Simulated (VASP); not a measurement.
# MgO (Periclase) (Fm-3m) in VASP: notebook

The runs below take MgO (Periclase) through vibrations by perturbation theory, elastic constants, with LDA.

All numbers are computed with VASP 6.6.1; they aren't measurements. Logs are shortened: lines on timing, memory, paths and dates and some standing lists are left out, and cuts for length are marked.

## 1. The cell of the first run

The structure is cubic, space group Fm-3m (No. 225). Conventional cell: a = 4.159 Å, b = 4.159 Å, c = 4.159 Å, α = 90.00°, β = 90.00°, γ = 90.00°. Within 2.8 Å of Mg (site symmetry m-3m) lie 6 O at 2.08 Å. O (site symmetry m-3m) has 6 Mg at 2.08 Å within 2.8 Å.

## 2. Vibrations by perturbation theory, LDA

Input file INCAR:

```
PREC     = Accurate       # precision mode
ENCUT    = 600            # plane-wave cutoff, eV
EDIFF    = 1E-8           # SCF threshold, eV
ISMEAR   = 0              # smearing method
SIGMA    = 0.01           # smearing width, eV
LREAL    = F              # projectors in reciprocal space
LASPH    = T              # aspherical terms in the spheres
NELM     = 120            # most SCF steps
ALGO     = Normal         # electronic algorithm
ISIF     = 2              # what is computed and relaxed
LWAVE    = F              # write WAVECAR
LCHARG   = F              # write CHGCAR
IBRION   = 8              # ionic algorithm
NSW      = 1              # ionic steps
LEPSILON = T              # dielectric tensor by DFPT
GGA_COMPAT= F
```

Input file KPOINTS:

```
regular mesh
0
Gamma
  10 10 10
```

Input file POSCAR:

```
MgO
1.0
    0.0000000000      2.0795819350      2.0795819350
    2.0795819350      0.0000000000      2.0795819350
    2.0795819350      2.0795819350      0.0000000000
Mg O
1 1
Direct
    0.0000000000      0.0000000000      0.0000000000
    0.5000000000      0.5000000000      0.5000000000
```

Potentials or basis: VASP PAW LDA potentials, release 64 (Mg, O).

Started as:

```sh
$ cat potpaw_LDA.64/Mg/POTCAR potpaw_LDA.64/O/POTCAR > POTCAR
$ mpirun -np 1 vasp_std > vasp.out
```

OUTCAR:

```text
PREC = Accurate
   ENCUT = 600
   EDIFF = 1E-8
   ISMEAR = 0
   LREAL = F
   LASPH = T
   NELM = 120
   ISIF = 2
   IBRION = 8
   NSW = 1
   LEPSILON = T

 ion  position               nearest neighbor table
   1  0.000  0.000  0.000-   2 2.08   2 2.08   2 2.08   2 2.08   2 2.08   2 2.08
   2  0.500  0.500  0.500-   1 2.08   1 2.08   1 2.08   1 2.08   1 2.08   1 2.08

  LATTYP: Found a face centered cubic cell.
 ALAT       =     4.1591638700

  Lattice vectors:

 A1 = (   0.0000000000,   2.0795819350,   2.0795819350)
 A2 = (   2.0795819350,   0.0000000000,   2.0795819350)
 A3 = (   2.0795819350,   2.0795819350,   0.0000000000)

Analysis of symmetry for initial positions (statically):
=====================================================================
 Subroutine PRICEL returns:
 Original cell was already a primitive cell.

 Routine SETGRP: Setting up the symmetry group for a
 face centered cubic supercell.

 Subroutine GETGRP returns: Found 48 space group operations
 (whereof 48 operations were pure point group operations)
 out of a pool of 48 trial point group operations.

The static configuration has the point symmetry O_h .

Analysis of symmetry for dynamics (positions and initial velocities):
=====================================================================
 Subroutine PRICEL returns:
 Original cell was already a primitive cell.

 Routine SETGRP: Setting up the symmetry group for a
 face centered cubic supercell.

 Subroutine GETGRP returns: Found 48 space group operations
 (whereof 48 operations were pure point group operations)
 out of a pool of 48 trial point group operations.

The dynamic configuration has the point symmetry O_h .

 Subroutine INISYM returns: Found 48 space group operations
 (whereof 48 operations are pure point group operations),
 and found     1 'primitive' translations

----------------------------------------------------------------------------------------

                                     Primitive cell

  volume of cell :      17.9870

  direct lattice vectors                    reciprocal lattice vectors
     0.000000000  2.079581935  2.079581935    -0.240432941  0.240432941  0.240432941
     2.079581935  0.000000000  2.079581935     0.240432941 -0.240432941  0.240432941
     2.079581935  2.079581935  0.000000000     0.240432941  0.240432941 -0.240432941

  length of vectors
     2.940972977  2.940972977  2.940972977     0.416442069  0.416442069  0.416442069

  position of ions in fractional coordinates (direct lattice)
     0.000000000  0.000000000  0.000000000
     0.500000000  0.500000000  0.500000000

  ion indices of the primitive-cell ions
   primitive index   ion index
                 1           1
                 2           2

----------------------------------------------------------------------------------------

 KPOINTS: regular mesh

Automatic generation of k-mesh.
 Grid dimensions read from file:
 generate k-points for:   10   10   10

 Generating k-lattice:

  Cartesian coordinates                     Fractional coordinates (reciprocal lattice)
    -0.024043294  0.024043294  0.024043294     0.100000000  0.000000000  0.000000000
     0.024043294 -0.024043294  0.024043294     0.000000000  0.100000000  0.000000000
[... 413 lines left out ...]
  free energy    TOTEN  =        -0.11185226 eV

  energy without entropy =       -0.11185226

------------------------ aborting loop because EDIFF is reached ----------------------------------------

--------------------------------------- Ionic step        2  -------------------------------------------

------------------------ aborting loop because EDIFF is reached ----------------------------------------

--------------------------------------- Ionic step        3  -------------------------------------------

------------------------ aborting loop because EDIFF is reached ----------------------------------------

 PIEZOELECTRIC TENSOR FIELD DIRECTION 3  (e Angst)
 -----------------------------------------------------------------------------
    -0.00015  0.00000  0.00000           ( -0.00001  0.00000  0.00000)
     0.00000 -0.00015  0.00000           (  0.00000 -0.00001 -0.00000)
     0.00000 -0.00000 -0.00018           (  0.00000 -0.00000 -0.00001)

 PIEZOELECTRIC TENSOR FIELD DIRECTION 3  (C/m^2)
 -----------------------------------------------------------------------------
    -0.00014  0.00000  0.00000
     0.00000 -0.00014  0.00000
     0.00000 -0.00000 -0.00016

--------------------------------------- Ionic step        4  -------------------------------------------

------------------------ aborting loop because EDIFF is reached ----------------------------------------

[... ionic steps 5 to 6 ...]

--------------------------------------- Ionic step        7  -------------------------------------------

 Free energy of the ion-electron system (eV)
  ---------------------------------------------------
  ---------------------------------------------------
  free energy    TOTEN  =        -0.35282111 eV

  energy without entropy =       -0.35282111

------------------------ aborting loop because EDIFF is reached ----------------------------------------

 INTERNAL STRAIN TENSOR  FOR ION    2  DIRECTION 1   (eV/Angst):
 -----------------------------------------------------------------------------
    -0.00491 -0.00000  0.00000
    -0.00000  0.00714  0.00000
     0.00000  0.00000  0.00714

 MACROSCOPIC STATIC DIELECTRIC TENSOR (including local field effects in DFT)
 ------------------------------------------------------
           3.103452     0.000000    -0.000000
          -0.000000     3.103452     0.000000
           0.000000    -0.000000     3.103452
 ------------------------------------------------------

 PIEZOELECTRIC TENSOR (including local field effects)  for field in x, y, z        (e  Angst)
          XX          YY          ZZ          XY          YZ          ZX
  --------------------------------------------------------------------------------
  x     0.00000     0.00000     0.00000     0.00000     0.00000     0.00000
  y     0.00000     0.00000     0.00000     0.00000     0.00000     0.00000
  z     0.00000     0.00000     0.00000     0.00000     0.00000     0.00000

 PIEZOELECTRIC TENSOR (including local field effects)  for field in x, y, z        (C/m^2)
          XX          YY          ZZ          XY          YZ          ZX
  --------------------------------------------------------------------------------
  x     0.00000     0.00000     0.00000     0.00000     0.00000     0.00000
  y     0.00000     0.00000     0.00000     0.00000     0.00000     0.00000
  z     0.00000     0.00000     0.00000     0.00000     0.00000     0.00000

 BORN EFFECTIVE CHARGES (including local field effects) (in |e|, cummulative output)
 ---------------------------------------------------------------------------------
 ion    1
    1     1.95246    -0.00000    -0.00000
    2    -0.00000     1.95246    -0.00000
    3     0.00000     0.00000     1.95246
 ion    2
    1    -1.95246     0.00000     0.00000
    2     0.00000    -1.95246     0.00000
    3    -0.00000    -0.00000    -1.95246

 INTERNAL STRAIN TENSOR FOR ION    2 for displacements in x,y,z  (eV/Angst):
          X           Y           Z          XY          YZ          ZX
  --------------------------------------------------------------------------------
  x     0.00000     0.00000     0.00000     0.00000     0.00000     0.00000
  y     0.00000     0.00000     0.00000     0.00000     0.00000     0.00000
  z     0.00000     0.00000     0.00000     0.00000     0.00000     0.00000

 SECOND DERIVATIVES (NOT SYMMETRIZED)
 ------------------------------------
               1X          1Y          1Z          2X          2Y          2Z
  1X    -6.093643    0.000000    0.000000    6.093643    0.000000    0.000000
  1Y     0.000000   -6.093643    0.000000    0.000000    6.093643    0.000000
  1Z     0.000000    0.000000   -6.093643    0.000000    0.000000    6.093643
  2X     6.102582    0.000000    0.000000   -6.102582    0.000000    0.000000
  2Y     0.000000    6.102582    0.000000    0.000000   -6.102582    0.000000
  2Z     0.000000    0.000000    6.102582    0.000000    0.000000   -6.102582

 Eigenvectors and eigenvalues of the dynamical matrix
 ----------------------------------------------------

   1 f  =   12.429479 THz    78.096719 2PiTHz  414.602789 cm-1    51.404171 meV
             X         Y         Z           dx          dy          dz
      0.000000  0.000000  0.000000    -0.000000    0.629780   -0.000000
      2.079582  2.079582  2.079582     0.000000   -0.776774    0.000000
[... 21 lines left out ...]
   6 f/i=    0.004457 THz     0.028002 2PiTHz    0.148660 cm-1     0.018431 meV
             X         Y         Z           dx          dy          dz
      0.000000  0.000000  0.000000     0.689587   -0.354499   -0.046669
      2.079582  2.079582  2.079582     0.559092   -0.287415   -0.037838

--------------------------------------------------------------------------------------------------------

 MACROSCOPIC STATIC DIELECTRIC TENSOR IONIC CONTRIBUTION
 ------------------------------------------------------
           6.288899    -0.000000     0.000000
          -0.000000     6.288899    -0.000000
           0.000000    -0.000000     6.288899
 ------------------------------------------------------

 ELASTIC MODULI CONTR FROM IONIC RELAXATION (kBar)
 Direction    XX          YY          ZZ          XY          YZ          ZX
 --------------------------------------------------------------------------------
 XX           0.0000      0.0000      0.0000      0.0000      0.0000      0.0000
 YY           0.0000      0.0000      0.0000      0.0000      0.0000      0.0000
 ZZ           0.0000      0.0000      0.0000      0.0000      0.0000      0.0000
 XY           0.0000      0.0000      0.0000      0.0000      0.0000      0.0000
 YZ           0.0000      0.0000      0.0000      0.0000      0.0000      0.0000
 ZX           0.0000      0.0000      0.0000      0.0000      0.0000      0.0000
 --------------------------------------------------------------------------------

 PIEZOELECTRIC TENSOR IONIC CONTR  for field in x, y, z        (C/m^2)
          XX          YY          ZZ          XY          YZ          ZX
  --------------------------------------------------------------------------------
  x     0.00000     0.00000     0.00000     0.00000     0.00000     0.00000
  y     0.00000     0.00000     0.00000     0.00000     0.00000     0.00000
  z     0.00000     0.00000     0.00000     0.00000     0.00000     0.00000
```

It took 65 s on 1 thread of Intel Xeon Platinum 8375C at 2.90GHz (Ice Lake), shared host; peak memory 0.18 GiB.

What came out:

```
Electronic dielectric tensor (diagonal)                 : 3.10
Born charges (mean of the diagonal)                     : Mg +1.95; O -1.95 e
Highest phonon frequency at Γ, LO-TO splitting left out : 415 cm⁻¹
```

Phonon frequencies in cm⁻¹ (negative: imaginary):
| q point | frequencies |
| --- | --- |
| (0.000, 0.000, 0.000) | 0 0 0 415 415 415 |

Electronic dielectric tensor:
```
3.10 0.00 0.00
0.00 3.10 0.00
0.00 0.00 3.10
```

Born effective charge tensors (e):
atom 1, Mg
```
1.95 0.00 0.00
0.00 1.95 0.00
0.00 0.00 1.95
```
atom 2, O
```
-1.95  0.00  0.00
 0.00 -1.95  0.00
 0.00  0.00 -1.95
```

Caveat: the cell wasn't relaxed at this level first, which shifts response properties.

## 3. Elastic constants, LDA

Input file INCAR:

```
SYSTEM = MgO
PREC = Accurate
ENCUT = 600
EDIFF = 1E-8
ISMEAR = 0
SIGMA = 0.01
LREAL = .False.
LASPH = .True.
NELM = 120
ALGO = Normal
ISIF = 3
LWAVE = .False.
LCHARG = .True.
IBRION = 6
NFREE = 2
POTIM = 0.015
NSW = 1
GGA_COMPAT = .False.
```

Input file KPOINTS:

```
regular mesh
0
Gamma
  10 10 10
  0 0 0
```

POSCAR is that of step 2.

Potentials or basis: VASP PAW LDA potentials, release 64 (Mg, O).

Started as:

```sh
$ cat potpaw_LDA.64/Mg/POTCAR potpaw_LDA.64/O/POTCAR > POTCAR
$ mpirun -np 1 vasp_std > vasp.out
```

It took 3.1 min on 1 thread of Intel Xeon Platinum 8375C at 2.90GHz (Ice Lake), shared host; peak memory 0.22 GiB.

The run converged. Its results:

```yaml
Elastic_constants_C11_C12_C44: 328, 96, 155 GPa
Voigt_bulk_modulus: 173 GPa
Highest_phonon_frequency_at_Γ_LO-TO_splitting_left_out: 415 cm⁻¹
```

Phonon frequencies in cm⁻¹ (negative: imaginary):
```
              q point        frequencies
(0.000, 0.000, 0.000)  0 0 0 415 415 415
```

Elastic tensor in Voigt notation (GPa, in the Cartesian axes of the cell as first typed):
```
328  96  96   0   0   0
 96 328  96   0   0   0
 96  96 328   0   0   0
  0   0   0 155   0   0
  0   0   0   0 155   0
  0   0   0   0   0 155
```

Clamped-ion elastic tensor (GPa):
```
328  96  96   0   0   0
 96 328  96   0   0   0
 96  96 328   0   0   0
  0   0   0 155   0   0
  0   0   0   0 155   0
  0   0   0   0   0 155
```

Caveat: the cell is under stress, which shifts elastic constants.
